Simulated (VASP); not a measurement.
# Zr4Ag (P-62m) in VASP: notebook

Runs on Zr4Ag. Level: PBE. Tasks: single point.

Everything below comes from runs of VASP 6.6.1. Logs are shortened: lines on timing, memory, paths and dates and some standing lists are left out, and cuts for length are marked.

## Step 1: The cell of the first run

The typed cell holds 5 atoms: a = 5.795 Å, b = 5.795 Å, c = 5.117 Å, α = 90.00°, β = 90.00°, γ = 120.00°.

## Step 2: Single point, PBE

The input, INCAR:

```
PREC = Accurate ; ENCUT = 520
EDIFF = 1E-7 ; ISMEAR = 0
SIGMA = 0.2 ; LREAL = False
LASPH = True ; NELM = 60
ALGO = Fast ; ISIF = 2
LWAVE = False ; LCHARG = False
GGA = PE ; NBANDS = 38
```

The input, KPOINTS:

```
Automatic mesh
0
Gamma
  4 4 3
```

The input, POSCAR:

```
Zr4Ag
1.0
    5.7947138613      0.0000000000      0.0000000000
   -2.8973569306      5.0183694115      0.0000000000
    0.0000000000      0.0000000000      5.1173419307
Zr Ag
4 1
Direct
    0.0000000000      0.0000000000      0.0000000000
    0.4998725417      0.0000000000      0.5000000000
    0.0000000000      0.4998725417      0.5000000000
    0.5001274583      0.5001274583      0.5000000000
    0.0000000000      0.0000000000      0.5000000000
```

Potentials or basis: VASP PAW PBE potentials, release 64 (Zr_sv, Ag).

Launch:

```
$ cat potpaw_PBE.64/Zr_sv/POTCAR potpaw_PBE.64/Ag/POTCAR > POTCAR
$ mpirun -np 1 vasp_std > vasp.out
```

OUTCAR:

```text
PREC = Accurate
   ENCUT = 520
   EDIFF = 1E-7
   ISMEAR = 0
   LREAL = False
   LASPH = True
   NELM = 60
   ISIF = 2
   GGA = PE

 ion  position               nearest neighbor table
   1  0.000  0.000  0.000-   5 2.56   5 2.56   3 3.86   3 3.86   4 3.86   4 3.86   2 3.86   2 3.86
                             3 3.87   3 3.87   4 3.87   4 3.87   2 3.87   2 3.87
   2  0.500  0.000  0.500-   5 2.90   4 2.90   4 2.90   3 2.90   3 2.90   5 2.90   1 3.86   1 3.86
                             1 3.87   1 3.87
   3  0.000  0.500  0.500-   5 2.90   2 2.90   2 2.90   4 2.90   4 2.90   5 2.90   1 3.86   1 3.86
                             1 3.87   1 3.87
   4  0.500  0.500  0.500-   5 2.90   2 2.90   2 2.90   3 2.90   3 2.90   5 2.90   1 3.86   1 3.86
                             1 3.87   1 3.87
   5  0.000  0.000  0.500-   1 2.56   1 2.56   3 2.90   4 2.90   2 2.90   3 2.90   4 2.90   2 2.90

  LATTYP: Found a hexagonal cell.
 ALAT       =     5.7947138613
 C/A-ratio  =     0.8831051978

  Lattice vectors:

 A1 = (   5.7947138613,   0.0000000000,   0.0000000000)
 A2 = (  -2.8973569306,   5.0183694115,   0.0000000000)
 A3 = (   0.0000000000,   0.0000000000,   5.1173419307)

Analysis of symmetry for initial positions (statically):
=====================================================================
 Subroutine PRICEL returns:
 Original cell was already a primitive cell.

 Routine SETGRP: Setting up the symmetry group for a
 hexagonal supercell.

 Subroutine GETGRP returns: Found 12 space group operations
 (whereof 12 operations were pure point group operations)
 out of a pool of 24 trial point group operations.

The static configuration has the point symmetry D_3h.

Analysis of symmetry for dynamics (positions and initial velocities):
=====================================================================
 Subroutine PRICEL returns:
 Original cell was already a primitive cell.

 Routine SETGRP: Setting up the symmetry group for a
 hexagonal supercell.

 Subroutine GETGRP returns: Found 12 space group operations
 (whereof 12 operations were pure point group operations)
 out of a pool of 24 trial point group operations.

The dynamic configuration has the point symmetry D_3h.

 Subroutine INISYM returns: Found 12 space group operations
 (whereof 12 operations are pure point group operations),
 and found     1 'primitive' translations

----------------------------------------------------------------------------------------

                                     Primitive cell

  volume of cell :     148.8124

  direct lattice vectors                    reciprocal lattice vectors
     5.794713861  0.000000000  0.000000000     0.172571075  0.099633957  0.000000000
    -2.897356931  5.018369412  0.000000000     0.000000000  0.199267913  0.000000000
     0.000000000  0.000000000  5.117341931     0.000000000  0.000000000  0.195413950

  length of vectors
     5.794713861  5.794713861  5.117341931     0.199267913  0.199267913  0.195413950

  position of ions in fractional coordinates (direct lattice)
     0.000000000  0.000000000  0.000000000
     0.499872542  0.000000000  0.500000000
     1.000000000  0.499872542  0.500000000
     0.500127458  0.500127458  0.500000000
     0.000000000  0.000000000  0.500000000

  ion indices of the primitive-cell ions
   primitive index   ion index
                 1           1
                 2           2
                 3           3
                 4           4
                 5           5

----------------------------------------------------------------------------------------

 KPOINTS: Automatic mesh

Automatic generation of k-mesh.
 Grid dimensions read from file:
 generate k-points for:    4    4    3

 Generating k-lattice:

  Cartesian coordinates                     Fractional coordinates (reciprocal lattice)
     0.043142769  0.024908489  0.000000000     0.250000000 -0.000000000  0.000000000
     0.000000000  0.049816978  0.000000000     0.000000000  0.250000000  0.000000000
     0.000000000  0.000000000  0.065137983     0.000000000  0.000000000  0.333333333

  Length of vectors
     0.049816978  0.049816978  0.065137983

  Shift w.r.t. Gamma in fractional coordinates (k-lattice)
     0.000000000  0.000000000  0.000000000

 Subroutine IBZKPT returns following result:
 ===========================================

 Found      8 irreducible k-points:

 Following reciprocal coordinates:
            Coordinates               Weight
  0.000000  0.000000  0.000000      1.000000
  0.250000  0.000000  0.000000      6.000000
  0.500000  0.000000  0.000000      3.000000
  0.250000  0.250000  0.000000      6.000000
  0.000000  0.000000  0.333333      2.000000
  0.250000  0.000000  0.333333     12.000000
  0.500000  0.000000  0.333333      6.000000
  0.250000  0.250000  0.333333     12.000000
   k-points           NKPTS =      8   k-points in BZ     NKDIM =      8   number of bands    NBANDS=     38
   number of dos      NEDOS =    301   number of ions     NIONS =      5
   total plane-waves  NPLWV =  92160
   dimension x,y,z NGX =    48 NGY =   48 NGZ =   40
   dimension x,y,z NGXF=    96 NGYF=   96 NGZF=   80
   ions per type =               4   1
   NGX,Y,Z   is equivalent  to a cutoff of  13.77, 13.77, 12.99 a.u.
   NGXF,Y,Z  is equivalent  to a cutoff of  27.54, 27.54, 25.99 a.u.
 SYSTEM =  unknown system
   PREC   = accura    normal or accurate (medium, high low for compatibility)
   ISTART =      0    job   : 0-new  1-cont  2-samecut
   ICHARG =      2    charge: 1-file 2-atom 10-const
   ISPIN  =      1    spin polarized calculation?
   LNONCOLLINEAR =      F non collinear calculations
   LSORBIT =      F    spin-orbit coupling
   LASPH  =      T    aspherical Exc in radial PAW
   ENCUT  =  520.0 eV  38.22 Ry    6.18 a.u.  10.77 10.77  9.51*2*pi/ulx,y,z
   NELM   =     60;   NELMIN=  2; NELMDL= -5     # of ELM steps
   EDIFF  = 0.1E-06   stopping-criterion for ELM
   LREAL  =      F    real-space projection
   EDIFFG = 0.1E-05   stopping-criterion for IOM
   NSW    =      0    number of steps for IOM
   IBRION =     -1    ionic relax: 0-MD 1-quasi-New 2-CG
   NFREE  =      0    steps in history (QN), initial steepest desc. (CG)
   ISIF   =      2    stress and relaxation
   ISYM   =      2    0-nonsym 1-usesym 2-fastsym
   POTIM  = 0.5000    time-step for ionic-motion
   TEBEG  =    0.0;   TEEND  =   0.0 temperature during run
   PSTRESS=    0.0 pullay stress
   NELECT =      59.0000    total number of electrons
   NUPDOWN=      -1.0000    fix difference up-down
   EMIN   =  10.00;   EMAX   =-10.00  energy-range for DOS
   EFERMI =   0.00;   METHOD = LEGACY
   ISMEAR =     0;   SIGMA  =   0.20  broadening in eV -4-tet -1-fermi 0-gaus
   EFERMI_NEDOS =   21; number of points for ismear=-14 and -15
   IALGO  =     68    algorithm
   IMIX   =      4    mixing-type and parameters
     AMIX     =   0.40;   BMIX     =  1.00
     AMIX_MAG =   1.60;   BMIX_MAG =  1.00
  volume/ion in A,a.u.               =      29.76       200.85
  Fermi-wavevector in a.u.,A,eV,Ry     =   1.202668  2.272713 19.679612  1.446411
  Thomas-Fermi vector in A             =   2.338443
   LORBIT       =      0    0 simple, 1 ext, 2 COOP (PROOUT), +10 PAW based schemes
   GGA     = PE    functional components
   LHFCALC =     F    Hartree Fock is set to
   AEXX    =    0.0000 exact exchange contribution
   IVDW    =     0    specifies the selected vdW correction
   LEPSILON=     F    determine dielectric tensor
   LRPA    =     F    only Hartree local field effects (RPA)
 non-spin polarized calculation
 RMM-DIIS sequential band-by-band and
 Gauss-broadening in eV      SIGMA  =   0.20
  energy-cutoff  :      520.00
  volume of cell :      148.81
 maximum number of plane-waves:      4039
 NGX is ok and might be reduce to    48
   NGX = 21   NGY = 21   NGZ = 19

 number of electron      59.0000000 magnetization

 Free energy of the ion-electron system (eV)
  ---------------------------------------------------
  ext. energy  EPLUGINS =         0.00000000
  ---------------------------------------------------
  free energy    TOTEN  =       -31.45222068 eV

  energy without entropy =      -31.29336121  energy(sigma->0) =      -31.37279094

 E-fermi :   5.9117     XC(G=0):  -9.5816

 val. band max:        5.8998031144   @ k =   0.2500   0.0000   0.3333
 cond. band min:       5.9221007786   @ k =   0.0000   0.0000   0.3333
 fundamental gap:      0.0222976642
 Fermi energy:         5.9117308106

 k-point     1 :       0.0000    0.0000    0.0000
  band No.  band energies     occupation
      1     -44.2301      2.00000
      2     -43.0530      2.00000
      3     -42.8363      2.00000
      4     -42.8363      2.00000
      5     -22.2307      2.00000
      6     -22.2307      2.00000
[... 30 lines left out ...]
     37       8.5048      0.00000
     38       8.6699      0.00000

 k-point     2 :       0.2500    0.0000    0.0000
  band No.  band energies     occupation
      1     -44.2301      2.00000
      2     -43.0259      2.00000
      3     -42.8645      2.00000
      4     -42.8363      2.00000
      5     -22.2301      2.00000
      6     -22.2297      2.00000
[... 30 lines left out ...]
     37       8.0791      0.00000
     38       8.0989      0.00000

 k-point     3 :       0.5000    0.0000    0.0000
  band No.  band energies     occupation
      1     -44.2301      2.00000
      2     -42.9816      2.00000
      3     -42.9099      2.00000
      4     -42.8363      2.00000
      5     -22.2296      2.00000
      6     -22.2288      2.00000
[... 30 lines left out ...]
     37       7.4897      0.00000
     38       7.5760      0.00000

 k-point     4 :       0.2500    0.2500    0.0000
  band No.  band energies     occupation
      1     -44.2301      2.00000
      2     -42.9817      2.00000
      3     -42.9096      2.00000
      4     -42.8364      2.00000
      5     -22.2294      2.00000
      6     -22.2290      2.00000
[... 30 lines left out ...]
     37       7.3651      0.00000
     38       7.7522      0.00000

 k-point     5 :       0.0000    0.0000    0.3333
  band No.  band energies     occupation
      1     -44.2280      2.00000
      2     -43.0530      2.00000
      3     -42.8362      2.00000
      4     -42.8362      2.00000
      5     -22.2301      2.00000
      6     -22.2301      2.00000
[... 30 lines left out ...]
     37       8.4616      0.00000
     38       9.5182      0.00000

 k-point     6 :       0.2500    0.0000    0.3333
  band No.  band energies     occupation
      1     -44.2280      2.00000
      2     -43.0259      2.00000
      3     -42.8644      2.00000
      4     -42.8362      2.00000
      5     -22.2308      2.00000
      6     -22.2302      2.00000
[... 30 lines left out ...]
     37       8.2328      0.00000
     38       8.4936      0.00000

 k-point     7 :       0.5000    0.0000    0.3333
  band No.  band energies     occupation
      1     -44.2280      2.00000
      2     -42.9816      2.00000
      3     -42.9099      2.00000
      4     -42.8363      2.00000
      5     -22.2314      2.00000
      6     -22.2303      2.00000
[... 30 lines left out ...]
     37       7.5424      0.00000
     38       7.8379      0.00000

 k-point     8 :       0.2500    0.2500    0.3333
  band No.  band energies     occupation
      1     -44.2280      2.00000
      2     -42.9817      2.00000
      3     -42.9096      2.00000
      4     -42.8364      2.00000
      5     -22.2311      2.00000
      6     -22.2306      2.00000
[... 30 lines left out ...]
     37       7.5411      0.00000
     38       7.7039      0.00000

------------------------ aborting loop because EDIFF is reached ----------------------------------------

  FORCE on cell =-STRESS in cart. coord.  units (eV):
  Direction    XX          YY          ZZ          XY          YZ          ZX
  --------------------------------------------------------------------------------------
  -------------------------------------------------------------------------------------
  Total        0.0121307      0.0121307     -0.0170255      0.0000000     -0.0000000      0.0000000
  in kB        0.1306046      0.1306046     -0.1833037      0.0000000     -0.0000000      0.0000000
  external PRESSURE =       0.0259685 kB  Pullay stress =       0.0000000 kB

 VOLUME and BASIS-vectors are now :
 -----------------------------------------------------------------------------
  energy-cutoff  :      520.00
  volume of cell :      148.81
      direct lattice vectors                 reciprocal lattice vectors
     5.794713861  0.000000000  0.000000000     0.172571075  0.099633957  0.000000000
    -2.897356931  5.018369412  0.000000000     0.000000000  0.199267913  0.000000000
     0.000000000  0.000000000  5.117341931     0.000000000  0.000000000  0.195413950

 POSITION                                       TOTAL-FORCE (eV/Angst)
 -----------------------------------------------------------------------------------
      0.00000      0.00000      0.00000         0.000000     -0.000000      0.000000
      2.89662      0.00000      2.55867         0.003357     -0.000000     -0.000000
     -1.44831      2.50855      2.55867        -0.001679      0.002908     -0.000000
      1.44905      2.50982      2.55867        -0.001679     -0.002908      0.000000
      0.00000      0.00000      2.55867         0.000000     -0.000000      0.000000
 -----------------------------------------------------------------------------------
    total drift:                               -0.000000     -0.000000      0.000000

  FREE ENERGIE OF THE ION-ELECTRON SYSTEM (eV)
  ---------------------------------------------------
  free  energy   TOTEN  =       -31.4522206775 eV

  energy  without entropy=      -31.2933612120  energy(sigma->0) =      -31.37279094
```

It took 3.2 min on 1 thread of Intel Xeon Platinum 8488C (Sapphire Rapids), shared host; peak memory 0.31 GiB.

Results:

```
Free energy   : -31.4522 eV
Pressure      : 0.0 GPa
Largest force : 0.003 eV/Å
```

Forces on the atoms (eV/Å):
```
Zr   0.000  0.000  0.000
Zr   0.003  0.000  0.000
Zr  -0.002  0.003  0.000
Zr  -0.002 -0.003  0.000
Ag   0.000  0.000  0.000
```

Caveat: the k points lie up to 0.41 Å⁻¹ apart.

## Step 3: Single point, PBE

This run uses another cell than the first one, of 30.88 Å³/atom, 1.038 times its volume.

The input, INCAR:

```
SYSTEM = Zr4Ag
  PREC = Accurate
  ENCUT = 520
  EDIFF = 1E-6
  ISMEAR = 0
  SIGMA = 0.2
  LREAL = .False.
  LASPH = .True.
  NELM = 60
  ALGO = Normal
  ISIF = 2
  LWAVE = .False.
  LCHARG = .True.
  GGA = PE
  LELF = .True.
  LVHAR = .True.
  NBANDS = 38
```

The input, KPOINTS:

```
Automatic mesh
0
Gamma
  4 4 3
  0 0 0
```

The input, POSCAR:

```
Zr4Ag
1.0
    5.8607289419      0.0000000000      0.0000000000
   -2.9303644709      5.0755401484      0.0000000000
    0.0000000000      0.0000000000      5.1910787436
Zr Ag
4 1
Direct
    0.4994928709      0.0000000000      0.5000000000
    0.0000000000      0.4994928709      0.5000000000
    0.5005071291      0.5005071291      0.5000000000
    0.0000000000      0.0000000000      0.5000000000
    0.0000000000      0.0000000000      0.0000000000
```

Potentials or basis: VASP PAW PBE potentials, release 64 (Zr_sv, Ag).

Launch:

```
$ cat potpaw_PBE.64/Zr_sv/POTCAR potpaw_PBE.64/Ag/POTCAR > POTCAR
$ mpirun -np 1 vasp_std > vasp.out
```

Run time: 77 s. Hardware: 1 thread of Intel Xeon Platinum 8488C (Sapphire Rapids), shared host; peak memory 0.3 GiB.

It converged, with:

| Quantity | Value |
| --- | --- |
| Free energy | -31.0336 eV |
| Pressure | 0.0 GPa |
| Largest force | 0.019 eV/Å |

Forces on the atoms (eV/Å):
```
Zr   0.019  0.000  0.000
Zr  -0.009  0.016  0.000
Zr  -0.009 -0.016  0.000
Zr   0.000  0.000  0.000
Ag   0.000  0.000  0.000
```

Stress tensor (GPa, compression positive):
```
-0.01  0.00  0.00
 0.00 -0.01  0.00
 0.00  0.00  0.11
```

Levels at points of the mesh, in eV from the Fermi level:
| k point | band 25 | band 26 | band 27 | band 28 | band 29 | band 30 | band 31 | band 32 | band 33 | band 34 |
| --- | --- | --- | --- | --- | --- | --- | --- | --- | --- | --- |
| (0.00, 0.00, 0.00) | -2.49 | -1.88 | -1.08 | -0.57 | -0.57 | 1.30 | 1.38 | 1.38 | 1.70 | 1.90 |
| (0.50, 0.00, 0.00) | -0.67 | -0.52 | -0.50 | -0.46 | -0.06 | -0.04 | 0.09 | 0.22 | 0.52 | 0.84 |

Caveat: the k points lie up to 0.40 Å⁻¹ apart.
